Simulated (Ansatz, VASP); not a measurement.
## Ge: VASP beside Ansatz

File INCAR:

```
SYSTEM = Ge
ALGO = Normal ; EDIFF = 1E-7
ENCUT = 520 ; ISIF = 2
ISMEAR = -1 ; LASPH = .True.
LCHARG = .False. ; LREAL = .False.
LWAVE = .False. ; NBANDS = 21
NELM = 80 ; PREC = Accurate
SIGMA = 0.05
```

KPOINTS

```
k-points
0
Gamma
  10 10 10
  0 0 0
```

File POSCAR:

```
Ge
1.0
    0.0000000000      2.8287700000      2.7439069000
    2.8287700000      0.0000000000      2.7439069000
    2.8287700000      2.8287700000      0.0000000000
Ge
2
Direct
    0.5000000000      0.5000000000      0.5000000000
    0.7500000000      0.7500000000      0.7500000000
```

Input for Ansatz:

```yaml
crystal:
  lattice:
    - [0.0, 2.82877, 2.7439069]
    - [2.82877, 0.0, 2.7439069]
    - [2.82877, 2.82877, 0.0]
  atoms:
    - { symbol: Ge, position: [0.5, 0.5, 0.5] }
    - { symbol: Ge, position: [0.75, 0.75, 0.75] }
kpoints:
  mp_grid: { grid: [10, 10, 10] }
  band_path:
    path:
      - [0.0, 0.0, 0.0]
      - [0.0, 0.5, 0.5]
      - [0.25, 0.75, 0.5]
      - [0.0, 0.5, 0.0]
      - [0.0, 0.0, 0.0]
      - [0.5, 0.5, 0.0]
      - [0.3828515251, 0.6171484749, 0.0]
      - [-0.3828515251, 0.3828515251, 0.0]
      - [0.0, 0.0, 0.0]
    npoints: 5
scf:
  occupations: { method: fermi_dirac, width: 0.05 }
hamiltonian:
  xc: lda
  pseudopotentials: { kind: all_electron, lapw: { basis_error: 0.00025 } }
output:
  forces: true
  stress: true
  eigenvalues: true
```

Change from the starting cell: zz strain of -3 %.

Alike in both runs: task single point; functional LDA; k mesh 10 × 10 × 10; occupations fermi-dirac, width 0.05 eV; no spin polarisation.

|  | VASP | Ansatz |
| --- | --- | --- |
| version | VASP 6.6.1 | Ansatz 0.2.0 |
| potentials or method | VASP PAW LDA potentials, release 64 (Ge_d), cutoff 520 eV | all-electron LAPW, scalar-relativistic |

```csv
,VASP,Ansatz,Ansatz less VASP
pressure (GPa),1.0,0.9,-0.10
"traceless stress, the component that is largest in VASP (GPa)",1.43,1.43,-0.004
```

LDA's correlation is that of Perdew and Zunger in VASP and of Perdew and Wang (1992) in Ansatz. Ansatz ran all-electron here, and VASP with PAW potentials.
